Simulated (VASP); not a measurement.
# V (P6_3/mmc) in VASP: a series of runs, part 2 of 2

VASP 6.6.1. The steps go on from the part before.

## (3) Single point, LDA, collinear spin, ferromagnetic start

This run uses another cell than the first one, of 14.43 Å³/atom.

The input, INCAR:

```
  ALGO = Normal
  EDIFF = 1E-6
  ENCUT = 520
  ISIF = 2
  ISMEAR = -1
  ISPIN = 2
  LASPH = T
  LCHARG = T
  LELF = T
  LMAXMIX = 4
  LORBIT = 11
  LREAL = F
  LVHAR = T
  LWAVE = F
  MAGMOM = 2 2
  NBANDS = 24
  NELM = 150
  PREC = Accurate
  SIGMA = 0.05
```

The input, KPOINTS:

```
k-points
0
Gamma
  12 12 6
```

The input, POSCAR:

```
V
1.0
    2.6385650605      0.0000000000      0.0000000000
   -1.3192825302      2.2850643718      0.0000000000
    0.0000000000      0.0000000000      4.7854922858
V
2
Direct
    0.3333333333      0.6666666667      0.2500000000
    0.6666666667      0.3333333333      0.7500000000
```

Potentials or basis: VASP PAW LDA potentials, release 64 (V_sv).

Started as:

```bash
$ cat potpaw_LDA.64/V_sv/POTCAR > POTCAR
$ mpirun -np 1 vasp_std > vasp.out
```

OUTCAR:

```text
EDIFF = 1E-6
   ENCUT = 520
   ISIF = 2
   ISMEAR = -1
   ISPIN = 2
   LASPH = T
   LORBIT = 11
   LREAL = F
   NELM = 150
   PREC = Accurate

 ion  position               nearest neighbor table
   1  0.333  0.667  0.250-   2 2.84   2 2.84   2 2.84   2 2.84   2 2.84   2 2.84
   2  0.667  0.333  0.750-   1 2.84   1 2.84   1 2.84   1 2.84   1 2.84   1 2.84

  LATTYP: Found a hexagonal cell.
 ALAT       =     2.6385650605
 C/A-ratio  =     1.8136722711

  Lattice vectors:

 A1 = (   2.6385650605,   0.0000000000,   0.0000000000)
 A2 = (  -1.3192825302,   2.2850643718,   0.0000000000)
 A3 = (   0.0000000000,   0.0000000000,   4.7854922858)

Analysis of symmetry for initial positions (statically):
=====================================================================
 Subroutine PRICEL returns:
 Original cell was already a primitive cell.

 Routine SETGRP: Setting up the symmetry group for a
 hexagonal supercell.

 Subroutine GETGRP returns: Found 24 space group operations
 (whereof 12 operations were pure point group operations)
 out of a pool of 24 trial point group operations.

The static configuration has the point symmetry D_3d.
 The point group associated with its full space group is D_6h.

Analysis of symmetry for dynamics (positions and initial velocities):
=====================================================================
 Subroutine PRICEL returns:
 Original cell was already a primitive cell.

 Routine SETGRP: Setting up the symmetry group for a
 hexagonal supercell.

 Subroutine GETGRP returns: Found 24 space group operations
 (whereof 12 operations were pure point group operations)
 out of a pool of 24 trial point group operations.

The dynamic configuration has the point symmetry D_3d.
 The point group associated with its full space group is D_6h.

Analysis of structural, dynamic, and magnetic symmetry:
=====================================================================
 Subroutine PRICEL returns:
 Original cell was already a primitive cell.

 Routine SETGRP: Setting up the symmetry group for a
 hexagonal supercell.

 Subroutine GETGRP returns: Found 24 space group operations
 (whereof 12 operations were pure point group operations)
 out of a pool of 24 trial point group operations.

The overall configuration has the point symmetry D_3d.
 The point group associated with its full space group is D_6h.

 Subroutine INISYM returns: Found 24 space group operations
 (whereof 12 operations are pure point group operations),
 and found     1 'primitive' translations

----------------------------------------------------------------------------------------

                                     Primitive cell

  volume of cell :      28.8531

  direct lattice vectors                    reciprocal lattice vectors
     2.638565060  0.000000000  0.000000000     0.378993876  0.218812216  0.000000000
    -1.319282530  2.285064372  0.000000000     0.000000000  0.437624433  0.000000000
     0.000000000  0.000000000  4.785492286     0.000000000  0.000000000  0.208964917

  length of vectors
     2.638565060  2.638565060  4.785492286     0.437624433  0.437624433  0.208964917

[... 71 lines left out ...]
   PREC   = accura    normal or accurate (medium, high low for compatibility)
   ISTART =      0    job   : 0-new  1-cont  2-samecut
   ICHARG =      2    charge: 1-file 2-atom 10-const
   ISPIN  =      2    spin polarized calculation?
   LNONCOLLINEAR =      F non collinear calculations
   LSORBIT =      F    spin-orbit coupling
   LASPH  =      T    aspherical Exc in radial PAW
   ENCUT  =  520.0 eV  38.22 Ry    6.18 a.u.   4.91  4.91  8.90*2*pi/ulx,y,z
   NELM   =    150;   NELMIN=  2; NELMDL= -5     # of ELM steps
   EDIFF  = 0.1E-05   stopping-criterion for ELM
   LREAL  =      F    real-space projection
   EDIFFG = 0.1E-04   stopping-criterion for IOM
   NSW    =      0    number of steps for IOM
   IBRION =     -1    ionic relax: 0-MD 1-quasi-New 2-CG
   NFREE  =      0    steps in history (QN), initial steepest desc. (CG)
   ISIF   =      2    stress and relaxation
   ISYM   =      2    0-nonsym 1-usesym 2-fastsym
   POTIM  = 0.5000    time-step for ionic-motion
   TEBEG  =    0.0;   TEEND  =   0.0 temperature during run
   PSTRESS=    0.0 pullay stress
   NELECT =      26.0000    total number of electrons
   NUPDOWN=      -1.0000    fix difference up-down
   EMIN   =  10.00;   EMAX   =-10.00  energy-range for DOS
   EFERMI =   0.00;   METHOD = LEGACY
   ISMEAR =    -1;   SIGMA  =   0.05  broadening in eV -4-tet -1-fermi 0-gaus
   EFERMI_NEDOS =   21; number of points for ismear=-14 and -15
   IALGO  =     38    algorithm
   IMIX   =      4    mixing-type and parameters
     AMIX     =   0.40;   BMIX     =  1.00
     AMIX_MAG =   1.60;   BMIX_MAG =  1.00
  volume/ion in A,a.u.               =      14.43        97.36
  Fermi-wavevector in a.u.,A,eV,Ry     =   1.581254  2.988137 34.019524  2.500364
  Thomas-Fermi vector in A             =   2.681358
   LORBIT       =     11    0 simple, 1 ext, 2 COOP (PROOUT), +10 PAW based schemes
   GGA     = CA    functional components
   LHFCALC =     F    Hartree Fock is set to
   AEXX    =    0.0000 exact exchange contribution
   IVDW    =     0    specifies the selected vdW correction
   LEPSILON=     F    determine dielectric tensor
   LRPA    =     F    only Hartree local field effects (RPA)
 spin polarized calculation
  energy-cutoff  :      520.00
  volume of cell :       28.85
 maximum number of plane-waves:       798
 NGX is ok and might be reduce to    20
   NGX =  9   NGY =  9   NGZ = 17

 number of electron      25.9999997 magnetization      -0.0177683

 number of electron      25.9999997 magnetization       0.0017963

 Free energy of the ion-electron system (eV)
  ---------------------------------------------------
  ext. energy  EPLUGINS =         0.00000000
  ---------------------------------------------------
  free energy    TOTEN  =       -19.18226864 eV

  energy without entropy =      -19.15483910  energy(sigma->0) =      -19.16855387

 E-fermi :   8.9749     XC(G=0): -12.8351

 val. band max:        8.9658911223   @ k =   0.1667  -0.0000   0.0000
 cond. band min:       8.9959305365   @ k =   0.3333   0.1667   0.5000
 fundamental gap:      0.0300394142
 Fermi energy:         8.9748728362

 spin component 1

 k-point     1 :       0.0000    0.0000    0.0000
  band No.  band energies     occupation
      1     -54.3141      1.00000
      2     -54.2183      1.00000
      3     -28.8106      1.00000
      4     -28.2380      1.00000
      5     -28.1041      1.00000
      6     -28.1041      1.00000
[... 637 lines left out ...]
     23      23.5748      0.00000
     24      25.5485      0.00000

 [... further k-points ...]

 spin component 2

 k-point     1 :       0.0000    0.0000    0.0000
  band No.  band energies     occupation
      1     -54.3135      1.00000
      2     -54.2176      1.00000
      3     -28.8100      1.00000
      4     -28.2374      1.00000
      5     -28.1035      1.00000
      6     -28.1035      1.00000
[... 637 lines left out ...]
     23      23.5753      0.00000
     24      25.5489      0.00000

 [... further k-points ...]

------------------------ aborting loop because EDIFF is reached ----------------------------------------

  FORCE on cell =-STRESS in cart. coord.  units (eV):
  Direction    XX          YY          ZZ          XY          YZ          ZX
  --------------------------------------------------------------------------------------
  -------------------------------------------------------------------------------------
  Total       -3.3369309     -3.3369309     -3.0158400     -0.0000000      0.0000000      0.0000000
  in kB     -185.2955227   -185.2955227   -167.4657569     -0.0000000      0.0000000      0.0000000
  external PRESSURE =    -179.3522674 kB  Pullay stress =       0.0000000 kB

 VOLUME and BASIS-vectors are now :
 -----------------------------------------------------------------------------
  energy-cutoff  :      520.00
  volume of cell :       28.85
      direct lattice vectors                 reciprocal lattice vectors
     2.638565060  0.000000000  0.000000000     0.378993876  0.218812216  0.000000000
    -1.319282530  2.285064372  0.000000000     0.000000000  0.437624433  0.000000000
     0.000000000  0.000000000  4.785492286     0.000000000  0.000000000  0.208964917

 POSITION                                       TOTAL-FORCE (eV/Angst)
 -----------------------------------------------------------------------------------
     -0.00000      1.52338      1.19637        -0.000000     -0.000000      0.000000
      1.31928      0.76169      3.58912         0.000000      0.000000      0.000000
 -----------------------------------------------------------------------------------
    total drift:                               -0.000000      0.000000     -0.000000

  FREE ENERGIE OF THE ION-ELECTRON SYSTEM (eV)
  ---------------------------------------------------
  free  energy   TOTEN  =       -19.1822686391 eV

  energy  without entropy=      -19.1548390993  energy(sigma->0) =      -19.16855387

 total charge

# of ion       s       p       d       tot
------------------------------------------
    1        2.335   6.192   3.063  11.590
    2        2.335   6.192   3.063  11.590
--------------------------------------------------
tot          4.671  12.385   6.125  23.180

 magnetization (x)

# of ion       s       p       d       tot
------------------------------------------
    1        0.000   0.000   0.000   0.000
    2        0.000   0.000   0.000   0.000
--------------------------------------------------
tot          0.000   0.000   0.001   0.001
```

OSZICAR:

```text
N       E                     dE             d eps       ncg     rms          rms(c)
DAV:   1     0.318407349626E+03    0.31841E+03   -0.15614E+04  7296   0.126E+03
DAV:   2    -0.124504712061E+02   -0.33086E+03   -0.32140E+03  7464   0.419E+02
DAV:   3    -0.210298811212E+02   -0.85794E+01   -0.85453E+01  8592   0.805E+01
DAV:   4    -0.210875485406E+02   -0.57667E-01   -0.57665E-01  8056   0.702E+00
DAV:   5    -0.210883774954E+02   -0.82895E-03   -0.82895E-03  8616   0.774E-01    0.254E+01
DAV:   6    -0.189807654788E+02    0.21076E+01   -0.70589E+00  7896   0.282E+01    0.376E+00
DAV:   7    -0.191579316704E+02   -0.17717E+00   -0.28818E-01  8312   0.493E+00    0.352E+00
DAV:   8    -0.191735506240E+02   -0.15619E-01   -0.79051E-03  7824   0.892E-01    0.141E+00
DAV:   9    -0.191809687578E+02   -0.74181E-02   -0.41690E-03  8504   0.614E-01    0.497E-01
DAV:  10    -0.191821545063E+02   -0.11857E-02   -0.24010E-03  8096   0.438E-01    0.773E-02
DAV:  11    -0.191822423352E+02   -0.87829E-04   -0.66575E-05  7888   0.735E-02    0.491E-02
DAV:  12    -0.191822661914E+02   -0.23856E-04   -0.74224E-06  8040   0.232E-02    0.179E-02
DAV:  13    -0.191822682654E+02   -0.20740E-05   -0.11389E-06  5992   0.972E-03    0.592E-03
DAV:  14    -0.191822686391E+02   -0.37369E-06   -0.52521E-08  3800   0.230E-03
   1 F= -.19182269E+02 E0= -.19168554E+02  d E =-.274295E-01  mag=     0.0004
```

Run time: 70 s. Hardware: 1 thread of AMD EPYC 9R45 (Zen 5), shared host; peak memory 0.15 GiB.

Results:

| Item | Value |
| --- | --- |
| Free energy | -19.1823 eV |
| Pressure | -17.9 GPa |
| Band gap on the k mesh | zero (filled and empty bands overlap) |
| Net moment | 0.00 μB per cell |
| Valence electrons inside the program's atomic spheres | V 11.59 |

Stress tensor (GPa, compression positive):
```
-18.53   0.00   0.00
  0.00 -18.53   0.00
  0.00   0.00 -16.75
```

Levels at points of the mesh, in eV from the Fermi level:
Spin up:
| k point | band 11 | band 12 | band 13 | band 14 | band 15 | band 16 |
| --- | --- | --- | --- | --- | --- | --- |
| (0.00, 0.00, 0.00) | -0.54 | -0.17 | 0.31 | 0.31 | 0.61 | 0.61 |
| (0.50, 0.00, 0.00) | -2.55 | -0.35 | -0.15 | 0.29 | 0.57 | 2.77 |
| (0.00, 0.00, 0.50) | -0.95 | -0.95 | 0.35 | 0.35 | 0.35 | 0.35 |
| (0.50, 0.00, 0.50) | -1.70 | -1.70 | 1.54 | 1.54 | 1.57 | 1.57 |
Spin down:
```tsv
k point	band 11	band 12	band 13	band 14	band 15	band 16
(0.00, 0.00, 0.00)	-0.54	-0.17	0.31	0.31	0.61	0.61
(0.50, 0.00, 0.00)	-2.55	-0.35	-0.15	0.29	0.57	2.77
(0.00, 0.00, 0.50)	-0.95	-0.95	0.35	0.35	0.35	0.35
(0.50, 0.00, 0.50)	-1.70	-1.70	1.54	1.54	1.58	1.58
```

Caveat: the cell stands under tension.

## (4) Single point, r2SCAN, collinear spin, ferromagnetic start

This run uses another cell than the first one, of 13.04 Å³/atom.

The input, POSCAR:

```
V
1.0
    2.5511303260      0.0000000000      0.0000000000
   -1.2755651630      2.2093436706      0.0000000000
    0.0000000000      0.0000000000      4.6269143324
V
2
Direct
    0.3333333333      0.6666666667      0.2500000000
    0.6666666667      0.3333333333      0.7500000000
```

The input, INCAR.step1:

```
SYSTEM = V
  ALGO = Normal
  EDIFF = 1E-4
  ENCUT = 520
  GGA = PE
  ISMEAR = -1
  ISPIN = 2
  LASPH = .True.
  LCHARG = .False.
  LMAXMIX = 4
  LREAL = .False.
  LWAVE = .True.
  MAGMOM = 2 2
  NBANDS = 24
  NELM = 150
  PREC = Accurate
  SIGMA = 0.05
```

The input, INCAR.step2:

```
SYSTEM = V
  ALGO = Normal
  EDIFF = 1E-6
  ENCUT = 520
  ISIF = 2
  ISMEAR = -1
  ISPIN = 2
  ISTART = 1
  LASPH = .True.
  LCHARG = .False.
  LMAXMIX = 4
  LMIXTAU = .True.
  LORBIT = 11
  LREAL = .False.
  LWAVE = .False.
  MAGMOM = 2 2
  METAGGA = R2SCAN
  NBANDS = 24
  NELM = 150
  PREC = Accurate
  SIGMA = 0.05
```

The input, KPOINTS:

```
k-points
0
Gamma
  12 12 6
  0 0 0
```

Potentials or basis: VASP PAW PBE potentials, release 64 (V_sv).

Started as:

```bash
$ cat potpaw_PBE.64/V_sv/POTCAR > POTCAR
$ cp INCAR.step1 INCAR
$ mpirun -np 1 vasp_std > vasp.out
$ cp INCAR.step2 INCAR
$ mpirun -np 1 vasp_std > vasp.out
```

OUTCAR:

```text
SYSTEM = V
   EDIFF = 1E-6
   ENCUT = 520
   ISIF = 2
   ISMEAR = -1
   ISPIN = 2
   ISTART = 1
   LASPH = .True.
   LORBIT = 11
   LREAL = .False.
   METAGGA = R2SCAN
   NELM = 150
   PREC = Accurate

 ion  position               nearest neighbor table
   1  0.333  0.667  0.250-   2 2.74   2 2.74   2 2.74   2 2.74   2 2.74   2 2.74
   2  0.667  0.333  0.750-   1 2.74   1 2.74   1 2.74   1 2.74   1 2.74   1 2.74

  LATTYP: Found a hexagonal cell.
 ALAT       =     2.5511303260
 C/A-ratio  =     1.8136722712

  Lattice vectors:

 A1 = (   2.5511303260,   0.0000000000,   0.0000000000)
 A2 = (  -1.2755651630,   2.2093436706,   0.0000000000)
[... 1513 lines left out ...]

 VOLUME and BASIS-vectors are now :
 -----------------------------------------------------------------------------
  energy-cutoff  :      520.00
  volume of cell :       26.08
      direct lattice vectors                 reciprocal lattice vectors
     2.551130326  0.000000000  0.000000000     0.391983110  0.226311554  0.000000000
    -1.275565163  2.209343671  0.000000000     0.000000000  0.452623109  0.000000000
     0.000000000  0.000000000  4.626914332     0.000000000  0.000000000  0.216126759

 POSITION                                       TOTAL-FORCE (eV/Angst)
 -----------------------------------------------------------------------------------
     -0.00000      1.47290      1.15673         0.000000     -0.000000      0.000000
      1.27557      0.73645      3.47019        -0.000000      0.000000      0.000000
 -----------------------------------------------------------------------------------
    total drift:                               -0.000000      0.000000     -0.000000

  FREE ENERGIE OF THE ION-ELECTRON SYSTEM (eV)
  ---------------------------------------------------
  free  energy   TOTEN  =       -27.7015647025 eV

  energy  without entropy=      -27.6786519024  energy(sigma->0) =      -27.69010830

 total charge

# of ion       s       p       d       tot
------------------------------------------
    1        2.359   6.241   3.112  11.712
    2        2.359   6.241   3.112  11.712
--------------------------------------------------
tot          4.717  12.482   6.224  23.423

 magnetization (x)

# of ion       s       p       d       tot
------------------------------------------
    1        0.000   0.000   0.000   0.000
    2        0.000   0.000   0.000   0.000
--------------------------------------------------
tot          0.000   0.000   0.000   0.000
```

OUTCAR.step1:

```text
SYSTEM = V
   EDIFF = 1E-4
   ENCUT = 520
   GGA = PE
   ISMEAR = -1
   ISPIN = 2
[... 1543 lines left out ...]
 -----------------------------------------------------------------------------------
     -0.00000      1.47290      1.15673         0.000000     -0.000000      0.000000
      1.27557      0.73645      3.47019        -0.000000      0.000000      0.000000
 -----------------------------------------------------------------------------------
    total drift:                               -0.000000      0.000000     -0.000000

  FREE ENERGIE OF THE ION-ELECTRON SYSTEM (eV)
  ---------------------------------------------------
  free  energy   TOTEN  =       -17.4403033155 eV

  energy  without entropy=      -17.4179064100  energy(sigma->0) =      -17.42910486
```

Run time: 4.6 min. Hardware: 1 thread of AMD EPYC 9R45 (Zen 5), shared host; peak memory 0.17 GiB.

What came out:

```yaml
Free_energy: -27.7016 eV
Pressure: 9.5 GPa
Band_gap_on_the_k_mesh: zero (filled and empty bands overlap)
Net_moment: 0.00 μB per cell
Valence_electrons_inside_the_program's_atomic_spheres: V 11.71
```

Caveat: the cell stands under pressure; the PAW data sets were made with another functional, which shifts forces and pressure a little.

## (5) Overview

```csv
level,potentials or basis,cell,gap on the mesh (eV),pressure (GPa),moment (μB)
LDA,"VASP PAW LDA potentials, release 64 (V_sv)","a = 2.622, b = 2.622, c = 4.755 Å, angles 90.0, 90.0, 120.0°, 2 atoms",none,-15.4,0.00
LDA,"VASP PAW LDA potentials, release 64 (V_sv)","a = 2.639, b = 2.639, c = 4.785 Å, angles 90.0, 90.0, 120.0°, 2 atoms",none,-17.9,0.00
r2SCAN,"VASP PAW PBE potentials, release 64 (V_sv)","a = 2.551, b = 2.551, c = 4.627 Å, angles 90.0, 90.0, 120.0°, 2 atoms",none,9.5,0.00
```

Alike in all rows: task single point; spin collinear, ferromagnetic start; k mesh 12 × 12 × 6; cutoff (eV) 520; smearing fermi-dirac 0.05 eV.

Caveats: the cell stands under tension (at least some runs); the cell stands under pressure (at least some runs); the PAW data sets were made with another functional, which shifts forces and pressure a little (at least some runs).

Absolute energies hang on the potentials; compare differences alone.
